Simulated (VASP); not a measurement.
Runs of VASP 6.6.1 on HfO2. Symmetry: P4_2/nmc, No. 137, tetragonal system. The conventional cell has a = 3.558 Å, b = 3.558 Å, c = 5.172 Å, α = 90.00°, β = 90.00°, γ = 90.00°. Hf (site symmetry -4m2) has 8 O at 2.05 to 2.37 Å within 2.7 Å. O (site symmetry 2mm) has 4 Hf at 2.05 to 2.37 Å and 6 O at 2.57 to 2.59 Å within 2.7 Å. 

```csv
k mesh,gap on the mesh (eV),pressure (GPa),largest force (eV/Å)
3 × 3 × 3,4.65,-1.3,0.08
2 × 2 × 2,(b),(a),0.08
5 × 5 × 4,4.63,-1.4,0.06
6 × 6 × 5,4.64,-1.4,0.06
```

Alike in all rows: task single point; level PBEsol; potentials or basis VASP PAW PBE potentials, release 64 (Hf_pv, O); no spin polarisation; cell as given; cutoff (eV) 520; smearing gaussian 0.01 eV.

**Question.** Estimate the missing entries.

**Answer.** (a) -0.1; (b) 4.57.

Caveats: some runs use coarse meshes; the PAW data sets were made with another functional, which shifts forces and pressure a little; spin-orbit coupling is left out, which moves the levels of the heavy elements.

A k mesh can miss the band edges, and the runs leave out spin-orbit coupling on Hf.
